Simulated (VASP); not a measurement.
# P2Pt3 (P-3m1) in VASP: a series of runs

P2Pt3 is run at these levels: PBE; tasks: relaxation of cell and atoms, single point.

Program: VASP 6.6.1. These are calculated values, not measurements. Logs are shortened: lines on timing, memory, paths and dates and some standing lists are left out, and cuts for length are marked.

**1. The cell of the first run**

Symmetry: P-3m1, No. 164, trigonal system. Conventional cell: a = 3.788 Å, b = 3.788 Å, c = 5.823 Å, α = 90.00°, β = 90.00°, γ = 120.00°. P (site symmetry 3m) has 8 Pt at 2.42 to 3.41 Å and 3 P at 3.23 Å within 3.5 Å. Pt (site symmetry -3m) has 6 P at 2.49 Å and 6 Pt at 3.11 Å within 3.3 Å. Pt (site symmetry 3m) has 4 P at 2.42 Å and 6 Pt at 2.59 to 3.11 Å within 3.2 Å.

**2. Relaxation of cell and atoms, PBE**

INCAR reads:

```
SYSTEM = P2Pt3
ALGO = Normal ; EDIFF = 1E-6
EDIFFG = -0.04 ; ENCUT = 600
GGA = PE ; IBRION = 2
ISIF = 3 ; ISMEAR = 0
LASPH = .TRUE. ; LCHARG = .FALSE.
LREAL = .FALSE. ; LWAVE = .FALSE.
NELM = 100 ; NSW = 90
PREC = Accurate ; SIGMA = 0.1
```

KPOINTS reads:

```
k-points
0
G
  6 6 4
  0 0 0
```

POSCAR reads:

```
P2Pt3
1.0
    3.7884129800      0.0000000000      0.0000000000
   -1.8942064900      3.2808618800      0.0000000000
    0.0000000000      0.0000000000      5.8232251500
P Pt
2 3
Direct
    0.3333333300      0.6666666700      0.7954824400
    0.6666666700      0.3333333300      0.2045175600
    0.0000000000      0.0000000000      0.0000000000
    0.6666666700      0.3333333300      0.6193643300
    0.3333333300      0.6666666700      0.3806356700
```

Potentials or basis: VASP PAW PBE potentials, release 64 (P, Pt).

Run with:

```console
$ cat potpaw_PBE.64/P/POTCAR potpaw_PBE.64/Pt/POTCAR > POTCAR
$ mpirun -np 1 vasp_std > vasp.out
```

OUTCAR:

```text
SYSTEM = P2Pt3
   EDIFF = 1E-6
   EDIFFG = -0.04
   ENCUT = 600
   GGA = PE
   IBRION = 2
   ISIF = 3
   ISMEAR = 0
   LASPH = .TRUE.
   LREAL = .FALSE.
   NELM = 100
   NSW = 90
   PREC = Accurate

 ion  position               nearest neighbor table
   1  0.333  0.667  0.795-   4 2.42   4 2.42   4 2.42   5 2.42   3 2.49   3 2.49   3 2.49
   2  0.667  0.333  0.205-   5 2.42   5 2.42   5 2.42   4 2.42   3 2.49   3 2.49   3 2.49
   3  0.000  0.000  0.000-   1 2.49   2 2.49   1 2.49   2 2.49   2 2.49   1 2.49   4 3.11   5 3.11
                             4 3.11   5 3.11   4 3.11   5 3.11
   4  0.667  0.333  0.619-   1 2.42   1 2.42   1 2.42   2 2.42   5 2.59   5 2.59   5 2.59   3 3.11
                             3 3.11   3 3.11
   5  0.333  0.667  0.381-   2 2.42   2 2.42   2 2.42   1 2.42   4 2.59   4 2.59   4 2.59   3 3.11
                             3 3.11   3 3.11

  LATTYP: Found a hexagonal cell.
 ALAT       =     3.7884129800
 C/A-ratio  =     1.5371146654

  Lattice vectors:

 A1 = (   3.7884129800,   0.0000000000,   0.0000000000)
 A2 = (  -1.8942064900,   3.2808618800,   0.0000000000)
 A3 = (   0.0000000000,   0.0000000000,   5.8232251500)

Analysis of symmetry for initial positions (statically):
=====================================================================
 Subroutine PRICEL returns:
 Original cell was already a primitive cell.

 Routine SETGRP: Setting up the symmetry group for a
 hexagonal supercell.

 Subroutine GETGRP returns: Found 12 space group operations
 (whereof 12 operations were pure point group operations)
 out of a pool of 24 trial point group operations.

The static configuration has the point symmetry D_3d.

Analysis of symmetry for dynamics (positions and initial velocities):
=====================================================================
 Subroutine PRICEL returns:
 Original cell was already a primitive cell.

 Routine SETGRP: Setting up the symmetry group for a
 hexagonal supercell.

 Subroutine GETGRP returns: Found 12 space group operations
 (whereof 12 operations were pure point group operations)
 out of a pool of 24 trial point group operations.

The dynamic configuration has the point symmetry D_3d.

 Subroutine INISYM returns: Found 12 space group operations
 (whereof 12 operations are pure point group operations),
 and found     1 'primitive' translations

----------------------------------------------------------------------------------------

                                     Primitive cell

  volume of cell :      72.3784

  direct lattice vectors                    reciprocal lattice vectors
     3.788412980  0.000000000  0.000000000     0.263962774  0.152398979  0.000000000
    -1.894206490  3.280861880  0.000000000     0.000000000  0.304797958  0.000000000
     0.000000000  0.000000000  5.823225150     0.000000000  0.000000000  0.171726144

  length of vectors
     3.788412980  3.788412979  5.823225150     0.304797957  0.304797958  0.171726144

[... 90 lines left out ...]
   NFREE  =      1    steps in history (QN), initial steepest desc. (CG)
   ISIF   =      3    stress and relaxation
   ISYM   =      2    0-nonsym 1-usesym 2-fastsym
   POTIM  = 0.5000    time-step for ionic-motion
   TEBEG  =    0.0;   TEEND  =   0.0 temperature during run
   PSTRESS=    0.0 pullay stress
   NELECT =      40.0000    total number of electrons
   NUPDOWN=      -1.0000    fix difference up-down
   EMIN   =  10.00;   EMAX   =-10.00  energy-range for DOS
   EFERMI =   0.00;   METHOD = LEGACY
   ISMEAR =     0;   SIGMA  =   0.10  broadening in eV -4-tet -1-fermi 0-gaus
   EFERMI_NEDOS =   21; number of points for ismear=-14 and -15
   IALGO  =     38    algorithm
   IMIX   =      4    mixing-type and parameters
     AMIX     =   0.40;   BMIX     =  1.00
     AMIX_MAG =   1.60;   BMIX_MAG =  1.00
  volume/ion in A,a.u.               =      14.48        97.69
  Fermi-wavevector in a.u.,A,eV,Ry     =   1.343461  2.538774 24.557002  1.804889
  Thomas-Fermi vector in A             =   2.471534
   LORBIT       =      0    0 simple, 1 ext, 2 COOP (PROOUT), +10 PAW based schemes
   GGA     = PE    functional components
   LHFCALC =     F    Hartree Fock is set to
   AEXX    =    0.0000 exact exchange contribution
   IVDW    =     0    specifies the selected vdW correction
   LEPSILON=     F    determine dielectric tensor
   LRPA    =     F    only Hartree local field effects (RPA)
 conjugate gradient relaxation of ions
 non-spin polarized calculation
 Gauss-broadening in eV      SIGMA  =   0.10
  energy-cutoff  :      600.00
  volume of cell :       72.38
 maximum number of plane-waves:      2436
   NGX = 15   NGY = 15   NGZ = 23

--------------------------------------- Ionic step        1  -------------------------------------------

 number of electron      40.0000003 magnetization

 Free energy of the ion-electron system (eV)
  ---------------------------------------------------
  ext. energy  EPLUGINS =         0.00000000
  ---------------------------------------------------
  free energy    TOTEN  =       -28.87990105 eV

  energy without entropy =      -28.86637604  energy(sigma->0) =      -28.87313855

 E-fermi :  11.4768     XC(G=0): -12.6584

 val. band max:       11.4699966524   @ k =   0.0000   0.3333   0.2500
 cond. band min:      11.4823752675   @ k =   0.0000   0.0000   0.2500
 fundamental gap:      0.0123786150
 Fermi energy:        11.4768464774

 k-point     1 :       0.0000    0.0000    0.0000
  band No.  band energies     occupation
      1      -3.2679      2.00000
      2      -0.5962      2.00000
      3       2.8494      2.00000
      4       4.5314      2.00000
      5       4.5314      2.00000
      6       4.7348      2.00000
[... 747 lines left out ...]
  FREE ENERGIE OF THE ION-ELECTRON SYSTEM (eV)
  ---------------------------------------------------
  free  energy   TOTEN  =       -29.5646105040 eV

  energy  without entropy=      -29.5532806512  energy(sigma->0) =      -29.55894558

[... ionic steps 4 to 13 ...]

--------------------------------------- Ionic step       14  -------------------------------------------

 number of electron      39.9999998 magnetization

------------------------ aborting loop because EDIFF is reached ----------------------------------------
[... 73 lines left out ...]
--------------------------------------- Ionic step       16  -------------------------------------------

 number of electron      39.9999996 magnetization

 Free energy of the ion-electron system (eV)
  ---------------------------------------------------
  ext. energy  EPLUGINS =         0.00000000
  ---------------------------------------------------
  free energy    TOTEN  =       -29.74491639 eV

  energy without entropy =      -29.72646402  energy(sigma->0) =      -29.73569020

 E-fermi :   9.7669     XC(G=0): -12.0637

 val. band max:        9.7660605427   @ k =   0.3333   0.1667   0.2500
 cond. band min:       9.8207859075   @ k =  -0.1667   0.5000   0.2500
 fundamental gap:      0.0547253648
 Fermi energy:         9.7669472494

 k-point     1 :       0.0000    0.0000    0.0000
  band No.  band energies     occupation
      1      -4.0351      2.00000
      2      -2.0190      2.00000
      3       2.4413      2.00000
      4       3.3683      2.00000
      5       3.3683      2.00000
      6       3.5786      2.00000
[... 669 lines left out ...]
  FREE ENERGIE OF THE ION-ELECTRON SYSTEM (eV)
  ---------------------------------------------------
  free  energy   TOTEN  =       -29.7449163877 eV

  energy  without entropy=      -29.7264640218  energy(sigma->0) =      -29.73569020

 reached required accuracy - stopping structural energy minimisation
```

OSZICAR:

```text
N       E                     dE             d eps       ncg     rms          rms(c)
DAV:   1     0.255716975027E+03    0.25572E+03   -0.21843E+04  1152   0.176E+03
DAV:   2    -0.197655554927E+02   -0.27548E+03   -0.27055E+03  1368   0.333E+02
DAV:   3    -0.301548711354E+02   -0.10389E+02   -0.10222E+02  1448   0.622E+01
[... 155 lines left out ...]
DAV:   3    -0.297450800394E+02    0.37353E-03   -0.12475E-03  1384   0.298E-01    0.906E-02
DAV:   4    -0.297449513951E+02    0.12864E-03   -0.69083E-04  1296   0.220E-01    0.613E-02
DAV:   5    -0.297449180087E+02    0.33386E-04   -0.16276E-04  1360   0.104E-01    0.175E-02
DAV:   6    -0.297449168859E+02    0.11228E-05   -0.97269E-06  1232   0.208E-02    0.671E-03
DAV:   7    -0.297449163877E+02    0.49826E-06   -0.82741E-07   608   0.689E-03
  16 F= -.29744916E+02 E0= -.29735690E+02  d E =-.184044E-02
```

Wall time 11 min (1 thread of Oxide Virtual Turin-like, shared host); peak memory 0.2 GiB.

Results:

- Free energy: -29.7449 eV
- Relaxed volume: 16.12 Å³/atom
- Relaxed cell: a = 3.993 Å, b = 3.993 Å, c = 5.837 Å, α = 90.00°, β = 90.00°, γ = 120.00°
- Space group after relaxing (to 0.1 Å): P-3m1 (No. 164)
- Energy gained by relaxing: 173.0 meV/atom
- Ionic steps: 16
- Pressure after relaxing: 0.1 GPa
- Largest force after relaxing: 0.024 eV/Å
- Band gap on the k mesh: zero (bands 20 and 21 overlap by 2.28 eV)

Forces on the atoms (eV/Å):
```
P    0.000  0.000 -0.016
P    0.000  0.000  0.016
Pt   0.000  0.000  0.000
Pt   0.000  0.000  0.024
Pt   0.000  0.000 -0.024
```

Stress tensor (GPa, compression positive):
```
0.15 0.00 0.00
0.00 0.15 0.00
0.00 0.00 0.06
```

The path:
```tsv
step	energy change (eV)	largest force (eV/Å)	pressure (GPa)	volume (Å³)
1	0.0000	2.2935	25.12	72.38
2	0.8299	1.0603	-21.59	98.86
3	-0.6847	0.7721	-2.64	81.49
4	-0.6880	0.8277	-1.46	80.93
5	-0.6881	0.8457	-1.05	80.76
6	-0.7723	0.5188	-0.07	80.24
7	-0.8210	0.3010	1.93	79.49
8	-0.8353	0.2641	-2.51	81.72
9	-0.8379	0.2735	-1.31	81.08
10	-0.8575	0.0552	-0.59	80.96
11	-0.8600	0.0947	-0.16	80.90
12	-0.8600	0.0886	-0.19	80.91
13	-0.8622	0.0746	0.28	80.65
14	-0.8632	0.0611	0.81	80.36
15	-0.8642	0.0461	0.53	80.46
16	-0.8650	0.0244	0.12	80.61
```

Final structure:
```xyz
5
Lattice="3.9931 0.0000 0.0000 -1.9966 3.4581 0.0000 0.0000 0.0000 5.8374" Properties=species:S:1:pos:R:3 pbc="T T T"
P     0.0000    2.3054    4.5138
P     1.9966    1.1527    1.3236
Pt    0.0000    0.0000    0.0000
Pt    1.9966    1.1527    3.7774
Pt    0.0000    2.3054    2.0600
```

Caveat: spin-orbit coupling is left out, which moves the levels of the heavy elements.

(Continued in part 2 of 2.)

The gap in the log of VASP goes by the Fermi energy; the results here count the filled bands.